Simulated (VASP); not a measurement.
# Al2O3 (ke600) (R-3c) in VASP: a series of runs

Al2O3 (ke600) is run at these levels: LDA; tasks: single point, relaxation of cell and atoms.

Program: VASP 6.6.1. These are calculated values, not measurements. Logs are shortened: lines on timing, memory, paths and dates and some standing lists are left out, and cuts for length are marked.

**Measured values to compare with.**

From “Multi-petahertz electron interference in Cr:Al2O3 solid-state material”, 2018, pmc:5906618, for a bulk crystal of Al2O3: band gap 8.7 eV (optical).

The runs below are set against these values where they give the same quantity.

### 1 The cell of the first run

Symmetry: R-3c, No. 167, trigonal system. Conventional cell: a = 4.729 Å, b = 4.729 Å, c = 12.890 Å, α = 90.00°, β = 90.00°, γ = 120.00°. Within 2.4 Å of Al (site symmetry 3) lie 6 O at 1.84 to 1.95 Å. O (site symmetry 2) has 4 Al at 1.84 to 1.95 Å within 2.4 Å.

### 2 Single point, LDA

Input file INCAR:

```
PREC = Accurate ; ENCUT = 520
EDIFF = 1E-7 ; ISMEAR = 0
SIGMA = 0.02 ; LREAL = False
LASPH = True ; NELM = 100
ALGO = Normal ; ISIF = 2
LWAVE = False ; LCHARG = False
NBANDS = 35
```

Input file KPOINTS:

```
regular mesh
0
Gamma
  6 6 6
```

Input file POSCAR:

```
Al2O3
1.0
    2.3644163013      1.3650963880      4.2965711426
   -2.3644163013      1.3650963880      4.2965711426
    0.0000000000     -2.7301927761      4.2965711426
Al O
4 6
Direct
    0.3519818778      0.3519818778      0.3519818778
    0.1480181222      0.1480181222      0.1480181222
    0.6480181222      0.6480181222      0.6480181222
    0.8519818778      0.8519818778      0.8519818778
    0.5558296989      0.9441703011      0.2500000000
    0.2500000000      0.5558296989      0.9441703011
    0.9441703011      0.2500000000      0.5558296989
    0.4441703011      0.0558296989      0.7500000000
    0.7500000000      0.4441703011      0.0558296989
    0.0558296989      0.7500000000      0.4441703011
```

Potentials or basis: VASP PAW LDA potentials, release 64 (Al, O).

Started as:

```
> cat potpaw_LDA.64/Al/POTCAR potpaw_LDA.64/O/POTCAR > POTCAR
> mpirun -np 1 vasp_std > vasp.out
```

OUTCAR:

```text
PREC = Accurate
   ENCUT = 520
   EDIFF = 1E-7
   ISMEAR = 0
   LREAL = False
   LASPH = True
   NELM = 100
   ISIF = 2

 ion  position               nearest neighbor table
   1  0.352  0.352  0.352-   9 1.84  10 1.84   8 1.84   7 1.95   5 1.95   6 1.95   2 2.63   3 2.77
                             3 2.77   3 2.77   2 3.20   2 3.20   2 3.20
   2  0.148  0.148  0.148-  10 1.84   9 1.84   8 1.84   6 1.95   5 1.95   7 1.95   1 2.63   4 2.77
                             4 2.77   4 2.77   1 3.20   1 3.20   1 3.20
   3  0.648  0.648  0.648-   6 1.84   7 1.84   5 1.84  10 1.95   8 1.95   9 1.95   4 2.63   1 2.77
                             1 2.77   1 2.77   4 3.20   4 3.20   4 3.20
   4  0.852  0.852  0.852-   7 1.84   6 1.84   5 1.84   9 1.95   8 1.95  10 1.95   3 2.63   2 2.77
                             2 2.77   2 2.77   3 3.20   3 3.20   3 3.20
   5  0.556  0.944  0.250-   3 1.84   4 1.84   1 1.95   2 1.95
   6  0.250  0.556  0.944-   3 1.84   4 1.84   2 1.95   1 1.95
   7  0.944  0.250  0.556-   4 1.84   3 1.84   1 1.95   2 1.95
   8  0.444  0.056  0.750-   1 1.84   2 1.84   3 1.95   4 1.95
   9  0.750  0.444  0.056-   1 1.84   2 1.84   4 1.95   3 1.95
  10  0.056  0.750  0.444-   2 1.84   1 1.84   3 1.95   4 1.95

  LATTYP: Found a trigonal (rhomboedric) cell.
 ALAT       =     5.0906263051
 COS(alpha) =     0.5685450551

  Lattice vectors:

 A1 = (   2.3644163013,   1.3650963880,   4.2965711426)
 A2 = (  -2.3644163013,   1.3650963880,   4.2965711426)
 A3 = (   0.0000000000,  -2.7301927761,   4.2965711426)

Analysis of symmetry for initial positions (statically):
=====================================================================
 Subroutine PRICEL returns:
 Original cell was already a primitive cell.

 Routine SETGRP: Setting up the symmetry group for a
 trigonal (rhombohedral) supercell.

 Subroutine GETGRP returns: Found 12 space group operations
 (whereof  6 operations were pure point group operations)
 out of a pool of 12 trial point group operations.

The static configuration has the point symmetry S_6 .
 The point group associated with its full space group is D_3d.

Analysis of symmetry for dynamics (positions and initial velocities):
=====================================================================
 Subroutine PRICEL returns:
 Original cell was already a primitive cell.

 Routine SETGRP: Setting up the symmetry group for a
 trigonal (rhombohedral) supercell.

 Subroutine GETGRP returns: Found 12 space group operations
 (whereof  6 operations were pure point group operations)
 out of a pool of 12 trial point group operations.

The dynamic configuration has the point symmetry S_6 .
 The point group associated with its full space group is D_3d.

 Subroutine INISYM returns: Found 12 space group operations
 (whereof  6 operations are pure point group operations),
 and found     1 'primitive' translations

----------------------------------------------------------------------------------------

                                     Primitive cell

  volume of cell :      83.2071

  direct lattice vectors                    reciprocal lattice vectors
     2.364416301  1.365096388  4.296571143     0.211468682  0.122091501  0.077581244
    -2.364416301  1.365096388  4.296571143    -0.211468682  0.122091501  0.077581244
     0.000000000 -2.730192776  4.296571143     0.000000000 -0.244183001  0.077581244

  length of vectors
     5.090626305  5.090626305  5.090626305     0.256211217  0.256211217  0.256211217

  position of ions in fractional coordinates (direct lattice)
     0.351981878  0.351981878  0.351981878
     0.148018122  0.148018122  0.148018122
     0.648018122  0.648018122  0.648018122
     0.851981878  0.851981878  0.851981878
     0.555829699  0.944170301  0.250000000
     0.250000000  0.555829699  0.944170301
     0.944170301  0.250000000  0.555829699
     0.444170301  0.055829699  0.750000000
     0.750000000  0.444170301  0.055829699
     0.055829699  0.750000000  0.444170301

  ion indices of the primitive-cell ions
   primitive index   ion index
                 1           1
                 2           2
                 3           3
                 4           4
                 5           5
                 6           6
                 7           7
                 8           8
                 9           9
                10          10

----------------------------------------------------------------------------------------

 KPOINTS: regular mesh

Automatic generation of k-mesh.
 Grid dimensions read from file:
 generate k-points for:    6    6    6

 Generating k-lattice:

  Cartesian coordinates                     Fractional coordinates (reciprocal lattice)
     0.035244780  0.020348583  0.012930207     0.166666667 -0.000000000  0.000000000
    -0.035244780  0.020348583  0.012930207    -0.000000000  0.166666667  0.000000000
     0.000000000 -0.040697167  0.012930207     0.000000000  0.000000000  0.166666667

[... 46 lines left out ...]
   NFREE  =      0    steps in history (QN), initial steepest desc. (CG)
   ISIF   =      2    stress and relaxation
   ISYM   =      2    0-nonsym 1-usesym 2-fastsym
   POTIM  = 0.5000    time-step for ionic-motion
   TEBEG  =    0.0;   TEEND  =   0.0 temperature during run
   PSTRESS=    0.0 pullay stress
   NELECT =      48.0000    total number of electrons
   NUPDOWN=      -1.0000    fix difference up-down
   EMIN   =  10.00;   EMAX   =-10.00  energy-range for DOS
   EFERMI =   0.00;   METHOD = LEGACY
   ISMEAR =     0;   SIGMA  =   0.02  broadening in eV -4-tet -1-fermi 0-gaus
   EFERMI_NEDOS =   21; number of points for ismear=-14 and -15
   IALGO  =     38    algorithm
   IMIX   =      4    mixing-type and parameters
     AMIX     =   0.40;   BMIX     =  1.00
     AMIX_MAG =   1.60;   BMIX_MAG =  1.00
  volume/ion in A,a.u.               =       8.32        56.15
  Fermi-wavevector in a.u.,A,eV,Ry     =   1.362809  2.575336 25.269407  1.857249
  Thomas-Fermi vector in A             =   2.489267
   LORBIT       =      0    0 simple, 1 ext, 2 COOP (PROOUT), +10 PAW based schemes
   GGA     = CA    functional components
   LHFCALC =     F    Hartree Fock is set to
   AEXX    =    0.0000 exact exchange contribution
   IVDW    =     0    specifies the selected vdW correction
   LEPSILON=     F    determine dielectric tensor
   LRPA    =     F    only Hartree local field effects (RPA)
 non-spin polarized calculation
 Gauss-broadening in eV      SIGMA  =   0.02
  energy-cutoff  :      520.00
  volume of cell :       83.21
 maximum number of plane-waves:      2259
 NGX is ok and might be reduce to    40
   NGX = 19   NGY = 19   NGZ = 19

 number of electron      48.0000010 magnetization

 Free energy of the ion-electron system (eV)
  ---------------------------------------------------
  ext. energy  EPLUGINS =         0.00000000
  ---------------------------------------------------
  free energy    TOTEN  =       -83.10332687 eV

  energy without entropy =      -83.10332687  energy(sigma->0) =      -83.10332687

 E-fermi :   6.1531     XC(G=0): -12.2702

 val. band max:        6.0703348036   @ k =   0.0000   0.0000   0.0000
 cond. band min:      12.5152431913   @ k =   0.0000   0.0000   0.0000
 fundamental gap:      6.4449083877
 Fermi energy:         6.1531299690

 k-point     1 :       0.0000    0.0000    0.0000
  band No.  band energies     occupation
      1     -13.1209      2.00000
      2     -10.6012      2.00000
      3     -10.2951      2.00000
      4     -10.2951      2.00000
      5      -9.9524      2.00000
      6      -9.9524      2.00000
[... 27 lines left out ...]
     34      19.8308      0.00000
     35      20.6587      0.00000

 k-point     2 :       0.1667    0.0000   -0.0000
  band No.  band energies     occupation
      1     -12.9691      2.00000
      2     -10.6870      2.00000
      3     -10.3843      2.00000
      4     -10.3262      2.00000
      5     -10.0268      2.00000
      6      -9.9631      2.00000
[... 27 lines left out ...]
     34      19.0822      0.00000
     35      20.3295      0.00000
[... 796 lines left out ...]
     34      19.3620      0.00000
     35      19.7936      0.00000

 k-point    24 :      -0.3333    0.5000    0.1667
  band No.  band energies     occupation
      1     -11.7283      2.00000
      2     -11.3234      2.00000
      3     -11.0498      2.00000
      4     -10.8045      2.00000
      5     -10.1568      2.00000
      6      -9.9273      2.00000
[... 27 lines left out ...]
     34      19.3881      0.00000
     35      19.5847      0.00000

 [... further k-points ...]
[... 5 lines left out ...]
  --------------------------------------------------------------------------------------
  -------------------------------------------------------------------------------------
  Total        0.5159088      0.5159088      0.4349238      0.0000000     -0.0000000      0.0000000
  in kB        9.9339730      9.9339730      8.3745844      0.0000000     -0.0000000      0.0000000
  external PRESSURE =       9.4141768 kB  Pullay stress =       0.0000000 kB

 VOLUME and BASIS-vectors are now :
 -----------------------------------------------------------------------------
  energy-cutoff  :      520.00
  volume of cell :       83.21
      direct lattice vectors                 reciprocal lattice vectors
     2.364416301  1.365096388  4.296571143     0.211468682  0.122091501  0.077581244
    -2.364416301  1.365096388  4.296571143    -0.211468682  0.122091501  0.077581244
     0.000000000 -2.730192776  4.296571143     0.000000000 -0.244183001  0.077581244

 POSITION                                       TOTAL-FORCE (eV/Angst)
 -----------------------------------------------------------------------------------
      0.00000     -0.00000      4.53695        -0.000000      0.000000     -0.000463
      0.00000     -0.00000      1.90791        -0.000000     -0.000000      0.000463
      0.00000     -0.00000      8.35277        -0.000000     -0.000000      0.000463
      0.00000     -0.00000     10.98180        -0.000000      0.000000     -0.000463
     -0.91820      1.36510      7.51900        -0.003427     -0.000000      0.000000
     -0.72311     -1.47773      7.51900         0.001714     -0.002968      0.000000
      1.64131      0.11264      7.51900         0.001714      0.002968      0.000000
      0.91820     -1.36510      5.37071         0.003427     -0.000000      0.000000
      0.72311      1.47773      5.37071        -0.001714      0.002968      0.000000
     -1.64131     -0.11264      5.37071        -0.001714     -0.002968      0.000000
 -----------------------------------------------------------------------------------
    total drift:                               -0.000000     -0.000000      0.000000

  FREE ENERGIE OF THE ION-ELECTRON SYSTEM (eV)
  ---------------------------------------------------
  free  energy   TOTEN  =       -83.1033268689 eV

  energy  without entropy=      -83.1033268689  energy(sigma->0) =      -83.10332687
```

Wall time 95 s (1 thread of Intel Xeon Platinum 8488C (Sapphire Rapids), shared host); peak memory 0.22 GiB.

What came out:

| Property | Result |
| --- | --- |
| Free energy | -83.1033 eV |
| Pressure | 0.9 GPa |
| Largest force | 0.003 eV/Å |
| Band gap on the k mesh | 6.44 eV, direct |

Forces on the atoms (eV/Å):
```
Al   0.000  0.000  0.000
Al   0.000  0.000  0.000
Al   0.000  0.000  0.000
Al   0.000  0.000  0.000
O   -0.003  0.000  0.000
O    0.002 -0.003  0.000
O    0.002  0.003  0.000
O    0.003  0.000  0.000
O   -0.002  0.003  0.000
O   -0.002 -0.003  0.000
```

### 3 Single point, LDA

This run uses another cell than the first one, of 8.49 Å³/atom, 1.020 times its volume.

Input file INCAR:

```
  PREC = Accurate
  ENCUT = 520
  EDIFF = 1E-6
  ISMEAR = 0
  SIGMA = 0.1
  LREAL = F
  LASPH = T
  NELM = 100
  ALGO = Normal
  ISIF = 2
  LWAVE = F
  LCHARG = F
  NBANDS = 35
```

Input file KPOINTS:

```
Automatic mesh
0
Gamma
  6 6 6
```

Input file POSCAR:

```
Al2O3
1.0
    2.3790760000      1.3735601700      4.3299000000
   -2.3790760000      1.3735601700      4.3299000000
    0.0000000000     -2.7471203400      4.3299000000
Al O
4 6
Direct
    0.3522900000      0.3522900000      0.3522900000
    0.1477100000      0.1477100000      0.1477100000
    0.6477100000      0.6477100000      0.6477100000
    0.8522900000      0.8522900000      0.8522900000
    0.5562100000      0.9437900000      0.2500000000
    0.2500000000      0.5562100000      0.9437900000
    0.9437900000      0.2500000000      0.5562100000
    0.4437900000      0.0562100000      0.7500000000
    0.7500000000      0.4437900000      0.0562100000
    0.0562100000      0.7500000000      0.4437900000
```

Potentials or basis: VASP PAW LDA potentials, release 64 (Al, O).

Started as:

```
> cat potpaw_LDA.64/Al/POTCAR potpaw_LDA.64/O/POTCAR > POTCAR
> mpirun -np 1 vasp_std > vasp.out
```

Run time: 85 s. Hardware: 1 thread of Intel Xeon Platinum 8488C (Sapphire Rapids), shared host; peak memory 0.22 GiB.

It converged, with:

```yaml
Free_energy: -83.0874 eV
Pressure: -4.2 GPa
Largest_force: 0.080 eV/Å
Band_gap_on_the_k_mesh: 6.19 eV, direct
```

Forces in eV/Å, atoms in the order of the input:
```
Al   0.000  0.000 -0.080
Al   0.000  0.000  0.080
Al   0.000  0.000  0.080
Al   0.000  0.000 -0.080
O   -0.075  0.000  0.000
O    0.038 -0.065  0.000
O    0.038  0.065  0.000
O    0.075  0.000  0.000
O   -0.038  0.065  0.000
O   -0.038 -0.065  0.000
```

Stress tensor (GPa, compression positive):
```
-3.96  0.00  0.00
 0.00 -3.96  0.00
 0.00  0.00 -4.63
```

Levels at points of the mesh, in eV from the valence-band top:
```csv
k point,band 21,band 22,band 23,band 24,band 25,band 26,band 27,band 28
"(0.00, 0.00, 0.00)",-0.50,-0.03,-0.03,0.00,6.19,8.97,10.52,11.35
"(0.50, 0.00, 0.00)",-0.92,-0.92,-0.27,-0.27,9.31,9.31,9.50,9.50
"(0.50, 0.50, 0.00)",-1.03,-0.92,-0.74,-0.25,9.38,9.62,9.78,10.26
"(0.50, 0.50, 0.50)",-0.38,-0.38,-0.38,-0.38,8.57,8.57,10.81,10.81
```

A k mesh can miss the band edges.

### 4 Relaxation of cell and atoms, LDA

This run uses another cell than the first one, of 8.49 Å³/atom, 1.020 times its volume.

Input file INCAR:

```
SYSTEM = Al2O3
PREC     = Accurate       ! precision mode
ENCUT    = 600            ! plane-wave cutoff, eV
EDIFF    = 1E-6           ! SCF threshold, eV
ISMEAR   = 0              ! smearing method
SIGMA    = 0.02           ! smearing width, eV
LREAL    = .False.        ! projectors in reciprocal space
LASPH    = .True.         ! aspherical terms in the spheres
NELM     = 80             ! most SCF steps
ALGO     = Normal         ! electronic algorithm
ISIF     = 3              ! what is computed and relaxed
LWAVE    = .False.        ! write WAVECAR
LCHARG   = .False.        ! write CHGCAR
IBRION   = 2              ! ionic algorithm
NSW      = 100            ! ionic steps
EDIFFG   = -0.002         ! ionic threshold
```

Input file KPOINTS:

```
Automatic mesh
0
Gamma
  6 6 6
  0 0 0
```

POSCAR is that of step 3.

Started as:

```
> cat potpaw_LDA.64/Al/POTCAR potpaw_LDA.64/O/POTCAR > POTCAR
> mpirun -np 1 vasp_std > vasp.out
```

It took 5.6 min on 1 thread of Intel Xeon Platinum 8488C (Sapphire Rapids), shared host; peak memory 0.25 GiB.

Results (log left out):

```
Free energy                            : -83.1328 eV
Relaxed volume                         : 8.34 Å³/atom
Relaxed cell                           : a = 5.093 Å, b = 5.093 Å, c = 5.093 Å, α = 55.37°, β = 55.37°, γ = 55.37°
Space group after relaxing (to 0.05 Å) : R-3c (No. 167)
Energy gained by relaxing              : 2.3 meV/atom
Ionic steps                            : 8
Pressure after relaxing                : 0.0 GPa
Band gap on the k mesh                 : 6.42 eV, direct
```

Step by step:
| step | energy change (eV) | largest force (eV/Å) | pressure (GPa) | volume (Å³) |
| --- | --- | --- | --- | --- |
| 1 | 0.0000 | 0.0811 | -4.54 | 84.90 |
| 2 | -0.0030 | 0.0603 | 4.59 | 81.97 |
| 3 | -0.0229 | 0.0416 | 0.04 | 83.37 |
| 4 | -0.0229 | 0.0408 | 0.14 | 83.34 |
| 5 | -0.0231 | 0.0065 | 0.06 | 83.35 |
| 6 | -0.0231 | 0.0029 | 0.08 | 83.35 |
| 7 | -0.0231 | 0.0017 | -0.05 | 83.39 |
| 8 | -0.0231 | 0.0016 | -0.01 | 83.38 |

Final structure:
```xyz
10
Lattice="2.3664 1.3662 4.2982 -2.3664 1.3662 4.2982 0.0000 -2.7325 4.2982" Properties=species:S:1:pos:R:3 pbc="T T T"
Al    0.0000    0.0000    4.5391
Al    0.0000    0.0000    1.9083
Al    0.0000    0.0000    8.3557
Al    0.0000    0.0000   10.9864
O    -0.9194    1.3662    7.5219
O    -0.7235   -1.4794    7.5219
O     1.6429    0.1131    7.5219
O     0.9194   -1.3662    5.3728
O     0.7235    1.4794    5.3728
O    -1.6429   -0.1131    5.3728
```

Levels at points of the mesh, in eV from the valence-band top:
```tsv
k point	band 20	band 21	band 22	band 23	band 24	band 25	band 26	band 27	band 28	band 29
(0.00, 0.00, 0.00)	-0.52	-0.52	-0.04	-0.04	0.00	6.42	9.07	10.77	11.54	11.54
(0.50, 0.00, 0.00)	-1.35	-0.94	-0.94	-0.29	-0.29	9.45	9.45	9.74	9.74	11.61
(0.50, 0.50, 0.00)	-1.34	-1.06	-0.94	-0.77	-0.26	9.44	9.84	9.95	10.46	11.08
(0.50, 0.50, 0.50)	-2.08	-0.39	-0.39	-0.39	-0.39	8.75	8.75	11.00	11.00	12.53
```

### 5 The runs side by side

```tsv
task	cell	cutoff (eV)	smearing	gap on the mesh (eV)	pressure (GPa)
single point	a = 5.091 Å, angles 55.4°, 10 atoms	520	gaussian 0.02 eV	6.44	0.9
single point	a = 5.128 Å, angles 55.3°, 10 atoms	520	gaussian 0.1 eV	6.19	-4.2
relaxation of cell and atoms	relaxed from a = 5.128 Å, angles 55.3°, 10 atoms	600	gaussian 0.02 eV	6.42	0.0
```

Alike in all rows: level LDA; potentials or basis VASP PAW LDA potentials, release 64 (Al, O); no spin polarisation; k mesh 6 × 6 × 6.

Total energies depend on the potentials used, so only differences within one code and one set of settings carry meaning.

### 6 How close it comes

Step 2. A measured gap of Al2O3 is 8.7 eV (optical; quoted in “Multi-petahertz electron interference in Cr:Al2O3 solid-state material”, 2018, pmc:5906618); the calculated 6.44 eV misses it by -2.26 eV. The value is that of LDA on a finite k mesh, which can miss the band edges, without temperature or zero-point motion. Semilocal functionals fall short of measured gaps as a rule.
